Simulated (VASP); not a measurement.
# CuO (P-6m2) in VASP: notebook, part 2 of 2

VASP 6.6.1.

## (5) Single point, PBE

This run uses another cell than the first one, of 9.64 Å³/atom, 1.064 times its volume.

The input, INCAR:

```
  ALGO = Normal
  EDIFF = 1E-6
  ENCUT = 520
  GGA = PE
  ISIF = 2
  ISMEAR = -1
  LASPH = True
  LCHARG = True
  LELF = True
  LREAL = False
  LVHAR = True
  LWAVE = False
  NBANDS = 16
  NELM = 80
  PREC = Accurate
  SIGMA = 0.05
```

The input, KPOINTS:

```
k-points
0
Gamma
  11 11 10
```

The input, POSCAR:

```
CuO
1.0
    2.8363251100      0.0000000000      0.0000000000
   -1.4181625500      2.4563296000      0.0000000000
    0.0000000000      0.0000000000      2.7681127800
Cu O
1 1
Direct
    0.0000000000      0.0000000000      0.0000000000
    0.6666666667      0.3333333333      0.5000000000
```

Potentials or basis: VASP PAW PBE potentials, release 64 (Cu, O).

The run is started by

```console
> cat potpaw_PBE.64/Cu/POTCAR potpaw_PBE.64/O/POTCAR > POTCAR
> mpirun -np 1 vasp_std > vasp.out
```

OUTCAR:

```text
EDIFF = 1E-6
   ENCUT = 520
   GGA = PE
   ISIF = 2
   ISMEAR = -1
   LASPH = True
   LREAL = False
   NELM = 80
   PREC = Accurate

 ion  position               nearest neighbor table
   1  0.000  0.000  0.000-   2 2.14   2 2.14   2 2.14   2 2.14   2 2.14   2 2.14
   2  0.667  0.333  0.500-   1 2.14   1 2.14   1 2.14   1 2.14   1 2.14   1 2.14

  LATTYP: Found a hexagonal cell.
 ALAT       =     2.8363251100
 C/A-ratio  =     0.9759504544

  Lattice vectors:

 A1 = (   2.8363251100,   0.0000000000,   0.0000000000)
 A2 = (  -1.4181625500,   2.4563296000,   0.0000000000)
 A3 = (   0.0000000000,   0.0000000000,   2.7681127800)

Analysis of symmetry for initial positions (statically):
=====================================================================
 Subroutine PRICEL returns:
 Original cell was already a primitive cell.

 Routine SETGRP: Setting up the symmetry group for a
 hexagonal supercell.

 Subroutine GETGRP returns: Found 12 space group operations
 (whereof 12 operations were pure point group operations)
 out of a pool of 24 trial point group operations.

The static configuration has the point symmetry D_3h.

Analysis of symmetry for dynamics (positions and initial velocities):
=====================================================================
 Subroutine PRICEL returns:
 Original cell was already a primitive cell.

 Routine SETGRP: Setting up the symmetry group for a
 hexagonal supercell.

 Subroutine GETGRP returns: Found 12 space group operations
 (whereof 12 operations were pure point group operations)
 out of a pool of 24 trial point group operations.

The dynamic configuration has the point symmetry D_3h.

 Subroutine INISYM returns: Found 12 space group operations
 (whereof 12 operations are pure point group operations),
 and found     1 'primitive' translations

[... 102 lines left out ...]
   POTIM  = 0.5000    time-step for ionic-motion
   TEBEG  =    0.0;   TEEND  =   0.0 temperature during run
   PSTRESS=    0.0 pullay stress
   NELECT =      17.0000    total number of electrons
   NUPDOWN=      -1.0000    fix difference up-down
   EMIN   =  10.00;   EMAX   =-10.00  energy-range for DOS
   EFERMI =   0.00;   METHOD = LEGACY
   ISMEAR =    -1;   SIGMA  =   0.05  broadening in eV -4-tet -1-fermi 0-gaus
   EFERMI_NEDOS =   21; number of points for ismear=-14 and -15
   IALGO  =     38    algorithm
   IMIX   =      4    mixing-type and parameters
     AMIX     =   0.40;   BMIX     =  1.00
     AMIX_MAG =   1.60;   BMIX_MAG =  1.00
  volume/ion in A,a.u.               =       9.64        65.07
  Fermi-wavevector in a.u.,A,eV,Ry     =   1.569696  2.966296 33.524031  2.463947
  Thomas-Fermi vector in A             =   2.671540
   LORBIT       =      0    0 simple, 1 ext, 2 COOP (PROOUT), +10 PAW based schemes
   GGA     = PE    functional components
   LHFCALC =     F    Hartree Fock is set to
   AEXX    =    0.0000 exact exchange contribution
   IVDW    =     0    specifies the selected vdW correction
   LEPSILON=     F    determine dielectric tensor
   LRPA    =     F    only Hartree local field effects (RPA)
 non-spin polarized calculation
  energy-cutoff  :      520.00
  volume of cell :       19.29
 maximum number of plane-waves:       533
 NGX is ok and might be reduce to    24
   NGX = 11   NGY = 11   NGZ = 11

 number of electron      17.0000005 magnetization

 Free energy of the ion-electron system (eV)
  ---------------------------------------------------
  ext. energy  EPLUGINS =         0.00000000
  ---------------------------------------------------
  free energy    TOTEN  =        -9.15018883 eV

  energy without entropy =       -9.12647412  energy(sigma->0) =       -9.13833147

 E-fermi :   5.7501     XC(G=0): -12.3485

 val. band max:        5.7454272547   @ k =   0.3636   0.0000   0.3000
 cond. band min:       5.7536201874   @ k =   0.2727   0.0000   0.3000
 fundamental gap:      0.0081929327
 Fermi energy:         5.7500840062

 k-point     1 :       0.0000    0.0000    0.0000
  band No.  band energies     occupation
      1     -13.4602      2.00000
      2       2.1934      2.00000
      3       2.1934      2.00000
      4       2.5528      2.00000
      5       3.1602      2.00000
      6       4.0151      2.00000
[... 433 lines left out ...]
      3       1.8440      2.00000
      4       2.3677      2.00000
      5       3.0232      2.00000
      6       3.8847      2.00000
[... 8 lines left out ...]
     15      29.1114      0.00000
     16      31.2729      0.00000

 [... further k-points ...]
[... 5 lines left out ...]
  --------------------------------------------------------------------------------------
  -------------------------------------------------------------------------------------
  Total        0.3681883      0.3681883     -0.8714868      0.0000000      0.0000000      0.0000000
  in kB       30.5882132     30.5882132    -72.4010684      0.0000001      0.0000000      0.0000000
  external PRESSURE =      -3.7415474 kB  Pullay stress =       0.0000000 kB

 VOLUME and BASIS-vectors are now :
 -----------------------------------------------------------------------------
  energy-cutoff  :      520.00
  volume of cell :       19.29
      direct lattice vectors                 reciprocal lattice vectors
     2.836325110  0.000000000  0.000000000     0.352568892  0.203555744  0.000000000
    -1.418162550  2.456329600  0.000000000     0.000000000  0.407111489  0.000000000
     0.000000000  0.000000000  2.768112780     0.000000000  0.000000000  0.361256957

 POSITION                                       TOTAL-FORCE (eV/Angst)
 -----------------------------------------------------------------------------------
      0.00000      0.00000      0.00000        -0.000000     -0.000000      0.000000
      1.41816      0.81878      1.38406         0.000000      0.000000      0.000000
 -----------------------------------------------------------------------------------
    total drift:                                0.000000     -0.000000      0.000000

  FREE ENERGIE OF THE ION-ELECTRON SYSTEM (eV)
  ---------------------------------------------------
  free  energy   TOTEN  =        -9.1501888286 eV

  energy  without entropy=       -9.1264741204  energy(sigma->0) =       -9.13833147
```

OSZICAR:

```text
N       E                     dE             d eps       ncg     rms          rms(c)
DAV:   1     0.882535771163E+02    0.88254E+02   -0.83184E+03  3336   0.165E+03
DAV:   2    -0.739633255380E+01   -0.95650E+02   -0.84850E+02  3312   0.285E+02
DAV:   3    -0.121252714184E+02   -0.47289E+01   -0.44316E+01  3696   0.636E+01
DAV:   4    -0.121720908313E+02   -0.46819E-01   -0.46805E-01  3552   0.621E+00
DAV:   5    -0.121727700216E+02   -0.67919E-03   -0.67918E-03  4104   0.784E-01    0.116E+01
DAV:   6    -0.113880680099E+02    0.78470E+00   -0.11366E+01  4032   0.113E+02    0.109E+01
DAV:   7    -0.918641625979E+01    0.22017E+01   -0.39525E+00  3840   0.891E+01    0.171E+00
DAV:   8    -0.917380098786E+01    0.12615E-01   -0.29643E-01  3976   0.630E+00    0.103E+00
DAV:   9    -0.915103785448E+01    0.22763E-01   -0.10749E-02  5144   0.484E+00    0.298E-01
DAV:  10    -0.915020768583E+01    0.83017E-03   -0.26638E-03  4648   0.139E+00    0.116E-01
DAV:  11    -0.915020172537E+01    0.59605E-05   -0.74154E-04  4752   0.570E-01    0.414E-02
DAV:  12    -0.915020477138E+01   -0.30460E-05   -0.99284E-05  3904   0.485E-01    0.328E-02
DAV:  13    -0.915018846051E+01    0.16311E-04   -0.20398E-05  3904   0.212E-01    0.547E-03
DAV:  14    -0.915018882864E+01   -0.36813E-06   -0.29400E-06  2896   0.216E-02
   1 F= -.91501888E+01 E0= -.91383315E+01  d E =-.237147E-01
```

stdout:

```text
POSCAR found type information on POSCAR CuO
 POSCAR found :  2 types and       2 ions
 scaLAPACK will be used
 LDA part: xc-table for (Slater+PW92), standard interpolation
 POSCAR, INCAR and KPOINTS ok, starting setup
 FFT: planning ... GRIDC
 FFT: planning ... GRID_SOFT
 FFT: planning ... GRID
 WAVECAR not read
 entering main loop
```

Run time: 28 s. Hardware: 1 thread of AMD EPYC 7R43 (Zen 3), shared host; peak memory 0.12 GiB.

What came out:

```
Free energy : -9.1502 eV
Pressure    : -0.4 GPa
```

Stress tensor (GPa, compression positive):
```
 3.06  0.00  0.00
 0.00  3.06  0.00
 0.00  0.00 -7.24
```

Levels at points of the mesh, in eV from the Fermi level:
| k point | band 6 | band 7 | band 8 | band 9 | band 10 | band 11 | band 12 | band 13 |
| --- | --- | --- | --- | --- | --- | --- | --- | --- |
| (0.00, 0.00, 0.00) | -1.73 | -1.73 | -0.13 | -0.13 | 1.11 | 15.18 | 16.69 | 16.69 |
| (0.00, 0.00, 0.50) | -2.20 | -1.51 | -0.18 | -0.18 | 7.16 | 7.65 | 21.05 | 21.05 |

Caveat: an odd number of electrons without spin polarisation forces a metal; a magnetic or distorted state may lie lower; semilocal functionals often make such compounds metallic where correlation or magnetic order opens a gap, which also shifts bond lengths.

## (6) The runs side by side

| cell | gap on the mesh (eV) | pressure (GPa) |
| --- | --- | --- |
| a = 2.778, b = 2.778, c = 2.712 Å, angles 90.0, 90.0, 120.0°, 2 atoms | none | 11.8 |
| a = 2.798, b = 2.798, c = 2.731 Å, angles 90.0, 90.0, 120.0°, 2 atoms | none | 7.3 |
| a = 2.817, b = 2.817, c = 2.750 Å, angles 90.0, 90.0, 120.0°, 2 atoms | none | 3.2 |
| a = 2.836, b = 2.836, c = 2.768 Å, angles 90.0, 90.0, 120.0°, 2 atoms | none | -0.4 |

Alike in all rows: task single point; level PBE; potentials or basis VASP PAW PBE potentials, release 64 (Cu, O); no spin polarisation; k mesh 11 × 11 × 10; cutoff (eV) 520; smearing fermi-dirac 0.05 eV.

Caveats: an odd number of electrons without spin polarisation forces a metal; a magnetic or distorted state may lie lower; semilocal functionals often make such compounds metallic where correlation or magnetic order opens a gap, which also shifts bond lengths.

Absolute energies hang on the potentials; compare differences alone.
